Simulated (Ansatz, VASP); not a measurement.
One calculation of Mg3Zr, two programs

```
Mg Zr
1.0
     4.44221    0.00000    0.00000
     0.00000    4.44221    0.00000
     0.00000    0.00000    4.44221
Mg Zr
3 1
Direct
  0.50000 0.50000 0.00000
  0.50000 0.00000 0.50000
  0.00000 0.50000 0.50000
  0.00000 0.00000 0.00000
```

Alike in both runs: task single point; functional LDA; k mesh 5 × 5 × 5; occupations fermi-dirac, width 0.15 eV; no spin polarisation.

|  | VASP | Ansatz |
| --- | --- | --- |
| version | VASP 6.6.1 | Ansatz 0.2.0 |
| potentials or method | VASP PAW LDA potentials, release 64 (Mg, Zr_sv), cutoff 520 eV | plane waves, PAW |
| valence electrons in the cell | 18 | 42 |

|  | VASP | Ansatz | Ansatz less VASP |
| --- | --- | --- | --- |
| pressure (GPa) | -3.0 | -2.7 | +0.28 |

LDA's correlation is that of Perdew and Zunger in VASP and of Perdew and Wang (1992) in Ansatz. VASP's potentials hold 18 valence electrons a cell and Ansatz's 42, so a difference there can come from the potentials and not from the codes. Ansatz's warnings: stress scf threshold loose.
